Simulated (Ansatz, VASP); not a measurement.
Two plane-wave programs on Pb

File INCAR:

```
SYSTEM = Pb
ALGO     = Normal         ! electronic algorithm
EDIFF    = 1E-7           ! SCF threshold, eV
ENCUT    = 520            ! plane-wave cutoff, eV
GGA      = PE             ! functional
ISIF     = 2              ! what is computed and relaxed
ISMEAR   = -1             ! smearing method
LASPH    = .TRUE.         ! aspherical terms in the spheres
LCHARG   = .FALSE.        ! write CHGCAR
LREAL    = .FALSE.        ! projectors in reciprocal space
LWAVE    = .FALSE.        ! write WAVECAR
NBANDS   = 36             ! bands
NELM     = 100            ! most SCF steps
PREC     = Accurate       ! precision mode
SIGMA    = 0.05           ! smearing width, eV
```

File KPOINTS:

```
k-points
0
G
  9 9 3
  0 0 0
```

File POSCAR:

```
Pb
1.0
    3.5477069956      0.0000000000      0.0000000000
   -1.7738534979      3.0724043834      0.0000000000
    0.0000000000      0.0000000000     11.5713714578
Pb
4
Direct
    0.6666666667      0.3333333333      0.7500000000
    0.0000000000      0.0000000000      0.5000000000
    0.3333333333      0.6666666667      0.2500000000
    0.0000000000      0.0000000000      0.0000000000
```

The input input.yaml:

```yaml
crystal:
  lattice:
    - [3.5477069956, 0.0, 0.0]
    - [-1.7738534979, 3.0724043834, 0.0]
    - [0.0, 0.0, 11.5713714578]
  atoms:
    - { symbol: Pb, position: [0.6666666667, 0.3333333333, 0.75] }
    - { symbol: Pb, position: [0.0, 0.0, 0.5] }
    - { symbol: Pb, position: [0.3333333333, 0.6666666667, 0.25] }
    - { symbol: Pb, position: [0.0, 0.0, 0.0] }
hamiltonian:
  xc: pbe
  pseudopotentials: { kind: paw }
kpoints:
  mp_grid: { grid: [9, 9, 3] }
scf:
  occupations: { method: fermi_dirac, width: 0.05 }
output:
  forces: true
  stress: true
  eigenvalues: true
  write_density: true
  write_potential: true
  elf: true
  volumetric_format: npy
```

Alike in both runs: task single point; functional PBE; k mesh 9 × 9 × 3; occupations fermi-dirac, width 0.05 eV; no spin polarisation.

|  | VASP | Ansatz |
| --- | --- | --- |
| version | VASP 6.6.1 | Ansatz 0.2.0 |
| potentials or method | VASP PAW PBE potentials, release 64 (Pb_d) | Ansatz PAW |
| plane-wave cutoff (eV) | 520 | 420 |
| valence electrons in the cell | 56 | 56 |

|  | VASP | Ansatz | Ansatz less VASP |
| --- | --- | --- | --- |
| gap on the k mesh at the Fermi level (eV) | none | none | - |
| pressure (GPa) | 0.3 | 0.4 | +0.06 |
| traceless stress, the component that is largest in VASP (GPa) | 0.27 | 0.27 | +0.004 |

A gap of «none» marks a metal or a gap that the smearing closes.

Neither program's run includes spin-orbit coupling.
